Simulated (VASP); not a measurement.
Runs of VASP 6.6.1 on YSc. The structure is that of space group P-6m2 (No. 187), or close to it. The cells are those of the table. 

| cell | gap on the mesh (eV) | pressure (GPa) |
| --- | --- | --- |
| a = 3.473, b = 3.473, c = 5.331 Å, angles 90.0, 90.0, 120.0°, 2 atoms | none | (b) |
| a = 3.566, b = 3.566, c = 5.475 Å, angles 90.0, 90.0, 120.0°, 2 atoms | none | -5.9 |
| a = 3.612, b = 3.612, c = 5.545 Å, angles 90.0, 90.0, 120.0°, 2 atoms | none | -7.0 |
| a = 3.520, b = 3.520, c = 5.404 Å, angles 90.0, 90.0, 120.0°, 2 atoms | none | (a) |
| a = 3.424, b = 3.424, c = 5.256 Å, angles 90.0, 90.0, 120.0°, 2 atoms | none | -1.0 |

Alike in all rows: task single point; level LDA; potentials or basis VASP PAW LDA potentials, release 64 (Y_sv, Sc_sv); no spin polarisation; k mesh 9 × 9 × 6; cutoff (eV) 520; smearing methfessel-paxton 0.1 eV.

Question: Estimate the missing entries.

Answer: (a) -4.5; (b) -2.9.

Caveats: the cell stands under tension (at least some runs).

A k mesh can miss the band edges, and the runs leave out spin-orbit coupling on Y.

A gap of «none» marks levels without a gap at the run's occupations.
